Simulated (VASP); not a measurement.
# AlN (P6_3mc) in VASP: further runs

Aim: see how the results for AlN move with the level of theory and the settings. Levels: PBE, r2SCAN. Tasks: single point.

Program: VASP 6.6.1. These are calculated values, not measurements. Logs are shortened: lines on timing, memory, paths and dates and some standing lists are left out, and cuts for length are marked.

**Experimental background.**

From “Self-assembly of well-separated AlN nanowires directly on sputtered metallic TiN films”, 2019, arxiv:1910.07391, for a bulk crystal of AlN at 10 K: band gap 6.034 eV (an exciton energy, a little under the gap).

How close the calculation comes is told below.

## Step 1: The cell of the first run

It takes space group P6_3mc (No. 186, hexagonal). The conventional cell has a = 3.107 Å, b = 3.107 Å, c = 4.979 Å, α = 90.00°, β = 90.00°, γ = 120.00°. Al (site symmetry 3m) has 4 N at 1.89 to 1.90 Å within 2.5 Å. N (site symmetry 3m) has 4 Al at 1.89 to 1.90 Å within 2.5 Å.

## Step 2: Single point, PBE

INCAR

```
  ALGO = Normal
  EDIFF = 1E-6
  ENCUT = 520
  GGA = PE
  ISIF = 2
  ISMEAR = 0
  LASPH = True
  LCHARG = True
  LELF = True
  LREAL = False
  LVHAR = True
  LWAVE = False
  NBANDS = 16
  NELM = 100
  PREC = Accurate
  SIGMA = 0.01
```

KPOINTS

```
k-points
0
Gamma
  9 9 4
```

POSCAR

```
AlN
1.0
    3.1066945025      0.0000000000      0.0000000000
   -1.5533472512      2.6904763609      0.0000000000
    0.0000000000      0.0000000000      4.9785885509
Al N
2 2
Direct
    0.3333333333      0.6666666667     -0.0007956041
    0.6666666667      0.3333333333      0.4992043959
    0.3333333333      0.6666666667      0.3807956041
    0.6666666667      0.3333333333      0.8807956041
```

Potentials or basis: VASP PAW PBE potentials, release 64 (Al, N).

On the command line:

```bash
cat potpaw_PBE.64/Al/POTCAR potpaw_PBE.64/N/POTCAR > POTCAR
mpirun -np 1 vasp_std > vasp.out
```

OUTCAR:

```text
EDIFF = 1E-6
   ENCUT = 520
   GGA = PE
   ISIF = 2
   ISMEAR = 0
   LASPH = True
   LREAL = False
   NELM = 100
   PREC = Accurate

 ion  position               nearest neighbor table
   1  0.333  0.667  0.999-   4 1.89   4 1.89   4 1.89   3 1.90   2 3.07   2 3.07   2 3.07   2 3.07
                             2 3.07   2 3.07
   2  0.667  0.333  0.499-   3 1.89   3 1.89   3 1.89   4 1.90   1 3.07   1 3.07   1 3.07   1 3.07
                             1 3.07   1 3.07
   3  0.333  0.667  0.381-   2 1.89   2 1.89   2 1.89   1 1.90
   4  0.667  0.333  0.881-   1 1.89   1 1.89   1 1.89   2 1.90

  LATTYP: Found a hexagonal cell.
 ALAT       =     3.1066945025
 C/A-ratio  =     1.6025356040

  Lattice vectors:

 A1 = (   3.1066945025,   0.0000000000,   0.0000000000)
 A2 = (  -1.5533472512,   2.6904763609,   0.0000000000)
 A3 = (   0.0000000000,   0.0000000000,   4.9785885509)

Analysis of symmetry for initial positions (statically):
=====================================================================
 Subroutine PRICEL returns:
 Original cell was already a primitive cell.

 Routine SETGRP: Setting up the symmetry group for a
 hexagonal supercell.

 Subroutine GETGRP returns: Found 12 space group operations
 (whereof  6 operations were pure point group operations)
 out of a pool of 24 trial point group operations.

The static configuration has the point symmetry C_3v.
 The point group associated with its full space group is C_6v.

Analysis of symmetry for dynamics (positions and initial velocities):
=====================================================================
 Subroutine PRICEL returns:
 Original cell was already a primitive cell.

 Routine SETGRP: Setting up the symmetry group for a
 hexagonal supercell.

 Subroutine GETGRP returns: Found 12 space group operations
 (whereof  6 operations were pure point group operations)
 out of a pool of 24 trial point group operations.

The dynamic configuration has the point symmetry C_3v.
 The point group associated with its full space group is C_6v.

 Subroutine INISYM returns: Found 12 space group operations
 (whereof  6 operations are pure point group operations),
 and found     1 'primitive' translations

----------------------------------------------------------------------------------------

[... 91 lines left out ...]
   LNONCOLLINEAR =      F non collinear calculations
   LSORBIT =      F    spin-orbit coupling
   LASPH  =      T    aspherical Exc in radial PAW
   ENCUT  =  520.0 eV  38.22 Ry    6.18 a.u.   5.78  5.78  9.26*2*pi/ulx,y,z
   NELM   =    100;   NELMIN=  2; NELMDL= -5     # of ELM steps
   EDIFF  = 0.1E-05   stopping-criterion for ELM
   LREAL  =      F    real-space projection
   EDIFFG = 0.1E-04   stopping-criterion for IOM
   NSW    =      0    number of steps for IOM
   IBRION =     -1    ionic relax: 0-MD 1-quasi-New 2-CG
   NFREE  =      0    steps in history (QN), initial steepest desc. (CG)
   ISIF   =      2    stress and relaxation
   ISYM   =      2    0-nonsym 1-usesym 2-fastsym
   POTIM  = 0.5000    time-step for ionic-motion
   TEBEG  =    0.0;   TEEND  =   0.0 temperature during run
   PSTRESS=    0.0 pullay stress
   NELECT =      16.0000    total number of electrons
   NUPDOWN=      -1.0000    fix difference up-down
   EMIN   =  10.00;   EMAX   =-10.00  energy-range for DOS
   EFERMI =   0.00;   METHOD = LEGACY
   ISMEAR =     0;   SIGMA  =   0.01  broadening in eV -4-tet -1-fermi 0-gaus
   EFERMI_NEDOS =   21; number of points for ismear=-14 and -15
   IALGO  =     38    algorithm
   IMIX   =      4    mixing-type and parameters
     AMIX     =   0.40;   BMIX     =  1.00
     AMIX_MAG =   1.60;   BMIX_MAG =  1.00
  volume/ion in A,a.u.               =      10.40        70.21
  Fermi-wavevector in a.u.,A,eV,Ry     =   1.190429  2.249585 19.281105  1.417121
  Thomas-Fermi vector in A             =   2.326514
   LORBIT       =      0    0 simple, 1 ext, 2 COOP (PROOUT), +10 PAW based schemes
   GGA     = PE    functional components
   LHFCALC =     F    Hartree Fock is set to
   AEXX    =    0.0000 exact exchange contribution
   IVDW    =     0    specifies the selected vdW correction
   LEPSILON=     F    determine dielectric tensor
   LRPA    =     F    only Hartree local field effects (RPA)
 non-spin polarized calculation
 Gauss-broadening in eV      SIGMA  =   0.01
  energy-cutoff  :      520.00
  volume of cell :       41.61
 maximum number of plane-waves:      1152
 NGX is ok and might be reduce to    24
   NGX = 11   NGY = 11   NGZ = 19

 number of electron      15.9999996 magnetization

 Free energy of the ion-electron system (eV)
  ---------------------------------------------------
  ext. energy  EPLUGINS =         0.00000000
  ---------------------------------------------------
  free energy    TOTEN  =       -29.76784618 eV

  energy without entropy =      -29.76784618  energy(sigma->0) =      -29.76784618

 E-fermi :   6.2454     XC(G=0): -10.9266

 val. band max:        6.1856069374   @ k =   0.0000   0.0000   0.0000
 cond. band min:      10.4291842034   @ k =   0.0000   0.0000   0.0000
 fundamental gap:      4.2435772661
 Fermi energy:         6.2454466804

 k-point     1 :       0.0000    0.0000    0.0000
  band No.  band energies     occupation
      1      -9.0211      2.00000
      2      -6.8665      2.00000
      3       0.1766      2.00000
      4       5.3264      2.00000
      5       5.3264      2.00000
      6       5.9752      2.00000
[... 433 lines left out ...]
      3       1.6111      2.00000
      4       1.7415      2.00000
      5       1.7415      2.00000
      6       3.2299      2.00000
[... 8 lines left out ...]
     15      19.3105      0.00000
     16      21.6808      0.00000

 [... further k-points ...]
[... 5 lines left out ...]
  --------------------------------------------------------------------------------------
  -------------------------------------------------------------------------------------
  Total        1.1554016      1.1554016      1.1163469      0.0000000     -0.0000000      0.0000000
  in kB       44.4845882     44.4845882     42.9809273      0.0000000     -0.0000000      0.0000000
  external PRESSURE =      43.9833679 kB  Pullay stress =       0.0000000 kB

 VOLUME and BASIS-vectors are now :
 -----------------------------------------------------------------------------
  energy-cutoff  :      520.00
  volume of cell :       41.61
      direct lattice vectors                 reciprocal lattice vectors
     3.106694502  0.000000000  0.000000000     0.321885528  0.185840696  0.000000000
    -1.553347251  2.690476361  0.000000000     0.000000000  0.371681392  0.000000000
     0.000000000  0.000000000  4.978588551     0.000000000  0.000000000  0.200860141

 POSITION                                       TOTAL-FORCE (eV/Angst)
 -----------------------------------------------------------------------------------
     -0.00000      1.79365      4.97463        -0.000000      0.000000     -0.009025
      1.55335      0.89683      2.48533         0.000000     -0.000000     -0.009025
     -0.00000      1.79365      1.89582        -0.000000     -0.000000      0.009025
      1.55335      0.89683      4.38512         0.000000      0.000000      0.009025
 -----------------------------------------------------------------------------------
    total drift:                               -0.000000      0.000000     -0.000984

  FREE ENERGIE OF THE ION-ELECTRON SYSTEM (eV)
  ---------------------------------------------------
  free  energy   TOTEN  =       -29.7678461838 eV

  energy  without entropy=      -29.7678461838  energy(sigma->0) =      -29.76784618
```

It took 26 s on 1 thread of Intel Xeon 8259CL, shared host; peak memory 0.16 GiB.

What came out:

```
Free energy            : -29.7678 eV
Pressure               : 4.4 GPa
Largest force          : 0.009 eV/Å
Band gap on the k mesh : 4.24 eV, direct
```

Forces on the atoms (eV/Å):
```
Al   0.000  0.000 -0.009
Al   0.000  0.000 -0.009
N    0.000  0.000  0.009
N    0.000  0.000  0.009
```

PBE gaps usually lie below the measured ones, often by a third to a half.

## Step 3: Single point, PBE

INCAR

```
SYSTEM = AlN
ALGO     = Normal         ! electronic algorithm
EDIFF    = 1E-6           ! SCF threshold, eV
ENCUT    = 520            ! plane-wave cutoff, eV
GGA      = PE             ! functional
ISIF     = 2              ! what is computed and relaxed
ISMEAR   = 0              ! smearing method
LASPH    = .TRUE.         ! aspherical terms in the spheres
LCHARG   = .FALSE.        ! write CHGCAR
LREAL    = .FALSE.        ! projectors in reciprocal space
LWAVE    = .FALSE.        ! write WAVECAR
NBANDS   = 16             ! bands
NELM     = 100            ! most SCF steps
PREC     = Accurate       ! precision mode
SIGMA    = 0.01           ! smearing width, eV
```

KPOINTS

```
k-points
0
G
  9 9 4
  0 0 0
```

POSCAR is that of step 2.

Potentials or basis: VASP PAW PBE potentials, release 64 (Al, N).

On the command line:

```bash
cat potpaw_PBE.64/Al/POTCAR potpaw_PBE.64/N/POTCAR > POTCAR
mpirun -np 1 vasp_std > vasp.out
```

OUTCAR:

```text
SYSTEM = AlN
   EDIFF = 1E-6
   ENCUT = 520
   GGA = PE
   ISIF = 2
   ISMEAR = 0
   LASPH = .TRUE.
   LREAL = .FALSE.
   NELM = 100
   PREC = Accurate

 ion  position               nearest neighbor table
   1  0.333  0.667  0.999-   4 1.89   4 1.89   4 1.89   3 1.90   2 3.07   2 3.07   2 3.07   2 3.07
                             2 3.07   2 3.07
   2  0.667  0.333  0.499-   3 1.89   3 1.89   3 1.89   4 1.90   1 3.07   1 3.07   1 3.07   1 3.07
                             1 3.07   1 3.07
   3  0.333  0.667  0.381-   2 1.89   2 1.89   2 1.89   1 1.90
   4  0.667  0.333  0.881-   1 1.89   1 1.89   1 1.89   2 1.90

  LATTYP: Found a hexagonal cell.
 ALAT       =     3.1066945025
 C/A-ratio  =     1.6025356040

  Lattice vectors:

 A1 = (   3.1066945025,   0.0000000000,   0.0000000000)
 A2 = (  -1.5533472512,   2.6904763609,   0.0000000000)
 A3 = (   0.0000000000,   0.0000000000,   4.9785885509)

Analysis of symmetry for initial positions (statically):
=====================================================================
 Subroutine PRICEL returns:
[... 174 lines left out ...]
  free energy    TOTEN  =       -29.76784618 eV

  energy without entropy =      -29.76784618  energy(sigma->0) =      -29.76784618

 E-fermi :   6.2454     XC(G=0): -10.9266

 val. band max:        6.1856069374   @ k =   0.0000   0.0000   0.0000
 cond. band min:      10.4291842034   @ k =   0.0000   0.0000   0.0000
 fundamental gap:      4.2435772661
 Fermi energy:         6.2454466804

 k-point     1 :       0.0000    0.0000    0.0000
  band No.  band energies     occupation
      1      -9.0211      2.00000
      2      -6.8665      2.00000
      3       0.1766      2.00000
      4       5.3264      2.00000
      5       5.3264      2.00000
      6       5.9752      2.00000
[... 433 lines left out ...]
      3       1.6111      2.00000
      4       1.7415      2.00000
      5       1.7415      2.00000
      6       3.2299      2.00000
[... 8 lines left out ...]
     15      19.3105      0.00000
     16      21.6808      0.00000

 [... further k-points ...]
[... 5 lines left out ...]
  --------------------------------------------------------------------------------------
  -------------------------------------------------------------------------------------
  Total        1.1554016      1.1554016      1.1163469      0.0000000     -0.0000000      0.0000000
  in kB       44.4845882     44.4845882     42.9809273      0.0000000     -0.0000000      0.0000000
  external PRESSURE =      43.9833679 kB  Pullay stress =       0.0000000 kB

 VOLUME and BASIS-vectors are now :
 -----------------------------------------------------------------------------
  energy-cutoff  :      520.00
  volume of cell :       41.61
      direct lattice vectors                 reciprocal lattice vectors
     3.106694502  0.000000000  0.000000000     0.321885528  0.185840696  0.000000000
    -1.553347251  2.690476361  0.000000000     0.000000000  0.371681392  0.000000000
     0.000000000  0.000000000  4.978588551     0.000000000  0.000000000  0.200860141

 POSITION                                       TOTAL-FORCE (eV/Angst)
 -----------------------------------------------------------------------------------
     -0.00000      1.79365      4.97463        -0.000000      0.000000     -0.009025
      1.55335      0.89683      2.48533         0.000000     -0.000000     -0.009025
     -0.00000      1.79365      1.89582        -0.000000     -0.000000      0.009025
      1.55335      0.89683      4.38512         0.000000      0.000000      0.009025
 -----------------------------------------------------------------------------------
    total drift:                               -0.000000      0.000000     -0.000984

  FREE ENERGIE OF THE ION-ELECTRON SYSTEM (eV)
  ---------------------------------------------------
  free  energy   TOTEN  =       -29.7678461838 eV

  energy  without entropy=      -29.7678461838  energy(sigma->0) =      -29.76784618
```

OSZICAR:

```text
N       E                     dE             d eps       ncg     rms          rms(c)
DAV:   1     0.403556214746E+02    0.40356E+02   -0.73023E+03  1160   0.896E+02
DAV:   2    -0.312135393053E+02   -0.71569E+02   -0.65687E+02  1608   0.189E+02
DAV:   3    -0.345102664031E+02   -0.32967E+01   -0.32874E+01  1368   0.416E+01
DAV:   4    -0.345303915351E+02   -0.20125E-01   -0.20124E-01  1480   0.362E+00
DAV:   5    -0.345306595340E+02   -0.26800E-03   -0.26800E-03  1392   0.425E-01    0.122E+01
DAV:   6    -0.297555354680E+02    0.47751E+01   -0.10665E+01  1392   0.237E+01    0.417E+00
DAV:   7    -0.297796507507E+02   -0.24115E-01   -0.69438E-01  1240   0.583E+00    0.296E+00
DAV:   8    -0.297724715759E+02    0.71792E-02   -0.61174E-02  1256   0.227E+00    0.590E-01
DAV:   9    -0.297672940321E+02    0.51775E-02   -0.12654E-02  1528   0.830E-01    0.246E-01
DAV:  10    -0.297679292300E+02   -0.63520E-03   -0.23980E-03  1216   0.304E-01    0.134E-01
DAV:  11    -0.297678432708E+02    0.85959E-04   -0.18634E-04  1352   0.105E-01    0.331E-02
DAV:  12    -0.297678463805E+02   -0.31096E-05   -0.12193E-05  1312   0.278E-02    0.746E-03
DAV:  13    -0.297678461838E+02    0.19664E-06   -0.44309E-06  1328   0.162E-02
   1 F= -.29767846E+02 E0= -.29767846E+02  d E =-.489424E-20
```

It took 25 s on 1 thread of Intel Xeon 8259CL, shared host; peak memory 0.16 GiB.

What came out:

- Free energy: -29.7678 eV
- Pressure: 4.4 GPa
- Largest force: 0.009 eV/Å
- Band gap on the k mesh: 4.24 eV, direct

Forces on the atoms (eV/Å):
```
Al   0.000  0.000 -0.009
Al   0.000  0.000 -0.009
N    0.000  0.000  0.009
N    0.000  0.000  0.009
```

## Step 4: Single point, r2SCAN

POSCAR is that of step 3.

INCAR.step1

```
SYSTEM = AlN
ALGO = Normal
EDIFF = 1E-4
ENCUT = 520
GGA = PE
ISMEAR = 0
LASPH = .True.
LCHARG = .False.
LREAL = .False.
LWAVE = .True.
NBANDS = 16
NELM = 60
PREC = Accurate
SIGMA = 0.01
```

INCAR.step2

```
SYSTEM = AlN
ALGO = Normal
EDIFF = 1E-7
ENCUT = 520
ISIF = 2
ISMEAR = 0
ISTART = 1
LASPH = .True.
LCHARG = .False.
LMIXTAU = .True.
LREAL = .False.
LWAVE = .False.
METAGGA = R2SCAN
NBANDS = 16
NELM = 60
PREC = Accurate
SIGMA = 0.01
```

KPOINTS

```
k-points
0
Gamma
  9 9 4
  0 0 0
```

On the command line:

```bash
cat potpaw_PBE.64/Al/POTCAR potpaw_PBE.64/N/POTCAR > POTCAR
cp INCAR.step1 INCAR
mpirun -np 1 vasp_std > vasp.out
cp INCAR.step2 INCAR
mpirun -np 1 vasp_std > vasp.out
```

It took 2.4 min on 1 thread of Intel Xeon 8259CL, shared host; peak memory 0.17 GiB.

Results (log left out):

| Quantity | Value |
| --- | --- |
| Free energy | -38.4564 eV |
| Pressure | -0.4 GPa |
| Largest force | 0.003 eV/Å |
| Band gap on the k mesh | 4.92 eV, direct |

Forces in eV/Å, atoms in the order of the input:
```
Al   0.000  0.000 -0.003
Al   0.000  0.000 -0.003
N    0.000  0.000  0.003
N    0.000  0.000  0.003
```

Levels at points of the mesh, in eV from the valence-band top:
```csv
k point,band 5,band 6,band 7,band 8,band 9,band 10,band 11,band 12
"(0.00, 0.00, 0.00)",-0.88,-0.22,-0.22,0.00,4.92,7.54,11.62,12.05
"(0.00, 0.00, 0.50)",-0.56,-0.56,-0.56,-0.56,7.26,7.26,11.32,11.32
```

Caveat: the PAW data sets were made with another functional, which shifts forces and pressure a little.

## Step 5: Comparison with measurements

Step 4. Measured gap of AlN: 6.034 eV (an exciton energy, a little under the gap; 10 K; quoted in “Self-assembly of well-separated AlN nanowires directly on sputtered metallic TiN films”, 2019, arxiv:1910.07391). This calculation gives 4.92 eV (-1.11 eV). 2 values of this kind are on record (6.034 to 6.0343 eV); this one was drawn at random. The value is that of r2SCAN, without temperature or zero-point motion.
